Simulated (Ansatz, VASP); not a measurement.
# One calculation of Ca, two programs

The input INCAR:

```
SYSTEM = Ca
PREC = Accurate
ENCUT = 520
EDIFF = 1E-6
ISMEAR = -1
SIGMA = 0.1
LREAL = .FALSE.
LASPH = .TRUE.
NELM = 100
ALGO = Normal
ISIF = 2
LWAVE = .FALSE.
LCHARG = .FALSE.
GGA = RE
NBANDS = 28
```

Contents of KPOINTS:

```
regular mesh
0
G
  10 10 3
  0 0 0
```

File POSCAR:

```
Ca
1.0
    4.0124413269      0.0000000000      0.0000000000
   -2.0062206634      3.4748761203      0.0000000000
    0.0000000000      0.0000000000     13.1498773777
Ca
4
Direct
    0.0000000000      0.0000000000      0.0000000000
    0.0000000000      0.0000000000      0.5000000000
    0.3333333333      0.6666666667      0.2500000000
    0.6666666667      0.3333333333      0.7500000000
```

Input for Ansatz:

```yaml
crystal:
  lattice:
    - [4.0124413269, 0.0, 0.0]
    - [-2.0062206634, 3.4748761203, 0.0]
    - [0.0, 0.0, 13.1498773777]
  atoms:
    - { symbol: Ca, position: [0.0, 0.0, 0.0] }
    - { symbol: Ca, position: [0.0, 0.0, 0.5] }
    - { symbol: Ca, position: [0.3333333333, 0.6666666667, 0.25] }
    - { symbol: Ca, position: [0.6666666667, 0.3333333333, 0.75] }
hamiltonian:
  xc: revpbe
  pseudopotentials:
    kind: paw
    azcp:
      Ca: "pseudopotentials/Ca.paw.azcp"
basis:
  ecutwfc: 420
  fft_grid_basis: typed
kpoints:
  mp_grid: { grid: [10, 10, 3], shift: [0, 0, 0] }
magnetization:
  spin_polarized: false
scf:
  occupations: { method: fermi_dirac, width: 0.1 }
  lower_state_search: "off"
output:
  stress: true
  write_density: true
  write_potential: true
  elf: true
  volumetric_format: npy
```

Alike in both runs: task single point; functional revPBE; k mesh 10 × 10 × 3; occupations fermi-dirac, width 0.1 eV; no spin polarisation.

```csv
,VASP,Ansatz
version,VASP 6.6.1,Ansatz 0.2.0
potentials or method,"VASP PAW PBE potentials, release 64 (Ca_sv), cutoff 520 eV","plane waves (420 eV) with PAW, scalar-relativistic"
valence electrons in the cell,40,40
```

|  | VASP | Ansatz | Ansatz less VASP |
| --- | --- | --- | --- |
| pressure (GPa) | -0.6 | -0.6 | 0.00 |

VASP's potentials were made for PBE, not for revPBE. The functional is the same, so the differences come from potentials, cutoffs and numerics.
